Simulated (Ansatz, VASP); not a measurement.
**One calculation of Hf3ZrS8, two programs**

```
Zr Hf S
1.0
     6.56603    0.00000    0.00067
     0.00000    7.31673    0.00000
     0.00070    0.00000    6.33473
Zr Hf S
1 3 8
Cartesian
  0.0003 0.0000 3.1674
  0.0000 5.4851 0.0000
  0.0003 3.6584 3.1674
  0.0000 1.8316 0.0000
  5.1160 5.4751 4.2310
  5.1184 3.6584 1.0583
  5.1160 1.8416 4.2310
  5.1159 0.0000 1.0407
  1.4508 0.0000 5.2947
  1.4508 5.4751 2.1044
  1.4483 3.6584 5.2771
  1.4508 1.8416 2.1044
```

Alike in both runs: functional PBE; k mesh 4 × 4 × 4; occupations gaussian, width 0.1 eV; no spin polarisation.

Ansatz relaxed the structure, and its values are those at the end. VASP's run is a single point on that final structure, the one shown.

```csv
,VASP,Ansatz
version,VASP 6.6.1,Ansatz 0.2.0
potentials or method,"VASP PAW PBE potentials, release 64 (Zr_sv, Hf_pv, S), cutoff 520 eV","scalar-relativistic, plane waves, PAW"
valence electrons in the cell,90,138
```

```csv
,VASP,Ansatz,Ansatz less VASP
gap on the k mesh at the Fermi level (eV),1.17,1.16,-0.010
least direct gap on the mesh (eV),1.22,1.21,-0.011
pressure (GPa),-0.4,0.0,+0.39
rms of the force components (eV/Å),0.039,0.012,-0.0262
```

With one functional, cell and mesh, what is left measures potentials, basis and numerics. VASP's potentials hold 90 valence electrons a cell and Ansatz's 138, so a difference there can come from the potentials and not from the codes.

Neither program's run includes spin-orbit coupling.
